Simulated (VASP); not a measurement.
The system is SiO2.

```
CELL_PARAMETERS angstrom
4.50728 0.00000 0.00000
0.00000 4.50728 0.00000
0.00000 0.00000 2.40643
ATOMIC_POSITIONS crystal
Si 0.50000 0.50000 0.50000
Si 0.00000 0.00000 0.00000
O 0.69443 0.69443 0.00000
O 0.19443 0.80557 0.50000
O 0.30557 0.30557 0.00000
O 0.80557 0.19443 0.50000
```

This cell differs from its parent crystal: volume 8.148 Å^3 an atom, c/a of the conventional cell 0.5339.

Base run:

- Program: VASP 6.6.1
- Functional: LDA
- Potentials or basis: VASP PAW LDA potentials, release 64 (Si, O_h)
- Cutoff: 910 eV
- k mesh: 6 × 6 × 10
- Occupations: gaussian, width 0.05 eV
- Spin: no spin polarisation

Its results: band gap on the k mesh 4.77 eV, direct; pressure -4.0 GPa; largest force 1.880 eV/Å.

Q: The run is repeated on the same cell with these changes: potentials or basis from VASP PAW LDA potentials, release 64 (Si, O_h) to VASP PAW LDA potentials, release 64 (Si, O); cutoff from 910 eV to 520 eV; further incar settings from ALGO = Normal; EDIFF = 1e-06; NBANDS = 25 to ALGO = Normal; EDIFF = 1e-07; NBANDS = 25. What comes out?

A: Band gap on the k mesh 4.74 eV, direct; pressure -3.2 GPa; largest force 1.831 eV/Å.

Caveats: forces of over 1 eV/Å act on the atoms, so gaps and moduli don't describe the material at rest; the cutoff is under 1.25 times the usual one of these potentials, so pressure, stress and relaxed cells hold a basis-set (Pulay) error (some runs).

A k mesh can miss the band edges.
